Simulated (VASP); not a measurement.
Here is a VASP 6.6.1 calculation.

Contents of INCAR:

```
PREC = Accurate
ENCUT = 520
EDIFF = 1E-7
ISMEAR = -1
SIGMA = 0.05
LREAL = False
LASPH = True
NELM = 80
ALGO = Normal
ISIF = 2
LWAVE = False
LCHARG = False
GGA = PS
NBANDS = 10
```

KPOINTS

```
Automatic mesh
0
Gamma
  6 6 6
```

File POSCAR:

```
Cs
1.0
    0.0000000000      2.8484696773      2.8484696773
    2.8484696773      0.0000000000      2.8484696773
    2.8484696773      2.8484696773      0.0000000000
Cs
1
Direct
    0.0000000000      0.0000000000      0.0000000000
```

Potentials or basis: VASP PAW PBE potentials, release 64 (Cs_sv).

Launch:

```sh
$ cat potpaw_PBE.64/Cs_sv/POTCAR > POTCAR
$ mpirun -np 1 vasp_std > vasp.out
```

Q: Estimate the pressure.

A: 5.1 GPa.

Caveat: the PAW data sets were made with another functional, which shifts forces and pressure a little.
